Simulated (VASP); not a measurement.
Ti, 2 atoms in the cell. The typed cell holds 2 atoms: a = 2.938 Å, b = 2.938 Å, c = 4.651 Å, α = 90.00°, β = 90.00°, γ = 120.00°.  This cell differs from its parent crystal: atoms displaced along several vibrational modes.

* Program: VASP 6.6.1
* Task: single point
* Functional: PBE
* Potentials or basis: VASP PAW PBE potentials, release 64 (Ti_sv)
* Cutoff: 520 eV
* k mesh: 18 × 18 × 10
* Occupations: gaussian, width 0.15 eV
* Spin: no spin polarisation
* Dipole correction: no
* Further INCAR settings: ALGO = Fast; EDIFF = 1e-07; NBANDS = 19

Potentials or basis: VASP PAW PBE potentials, release 64 (Ti_sv).

Launch:

```sh
$ cat potpaw_PBE.64/Ti_sv/POTCAR > POTCAR
$ mpirun -np 1 vasp_std > vasp.out
```

Hardware: 1 thread of Intel(R) Xeon(R) 6975P-C (Granite Rapids), with other jobs on the host.

Q: How long does it take, and how much memory?

A: Run time: 36 min on 1 thread of Intel(R) Xeon(R) 6975P-C (Granite Rapids), with other jobs on the host, peak memory 0.91 GiB. Counts: scf iterations 52, k points 1624.
